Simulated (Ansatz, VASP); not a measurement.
Two plane-wave programs on Cu

INCAR

```
SYSTEM = Cu
PREC = Accurate
ENCUT = 520
EDIFF = 1E-7
ISMEAR = 0
SIGMA = 0.15
LREAL = .FALSE.
LASPH = .TRUE.
NELM = 60
ALGO = Normal
ISIF = 2
LWAVE = .FALSE.
LCHARG = .FALSE.
GGA = PE
NBANDS = 12
```

File KPOINTS:

```
Automatic mesh
0
G
  22 22 22
  0 0 0
```

POSCAR

```
Cu
1.0
    0.0000000000      1.8978750000      1.8526875000
    1.8978750000      0.0000000000      1.8526875000
    1.8978750000      1.8978750000      0.0000000000
Cu
1
Direct
    0.0000000000      0.0000000000      0.0000000000
```

Input for Ansatz:

```yaml
crystal:
  lattice:
    - [0.0, 1.897875, 1.8526875]
    - [1.897875, 0.0, 1.8526875]
    - [1.897875, 1.897875, 0.0]
  atoms:
    - { symbol: Cu, position: [0.0, 0.0, 0.0] }
basis:
  ecutwfc: 420
kpoints:
  mp_grid: { grid: [22, 22, 22] }
hamiltonian:
  xc: pbe
scf:
  occupations: { method: gaussian, width: 0.15 }
output:
  forces: true
  stress: true
  eigenvalues: true
```

Change from the starting cell: strain +0.050 along x and y, +0.025 along z, atoms carried along.

Alike in both runs: task single point; functional PBE; k mesh 22 × 22 × 22; occupations gaussian, width 0.15 eV; no spin polarisation.

|  | VASP | Ansatz |
| --- | --- | --- |
| version | VASP 6.6.1 | Ansatz 0.2.0 |
| potentials or method | VASP PAW PBE potentials, release 64 (Cu), cutoff 520 eV | scalar-relativistic, plane waves, PAW |
| valence electrons in the cell | 11 | 19 |

VASP gave:

```
gap on the k mesh at the Fermi level (eV)                     : none
pressure (GPa)                                                : -11.1
traceless stress, the component that is largest in VASP (GPa) : 0.64
```

Q: What did Ansatz give for the same quantities?

A: gap on the k mesh at the Fermi level (eV): none; pressure (GPa): -11.7; traceless stress, the component that is largest in VASP (GPa): 0.64.

A gap of «none» marks a metal or a gap that the smearing closes. VASP's potentials hold 11 valence electrons a cell and Ansatz's 19, so a difference there can come from the potentials and not from the codes.
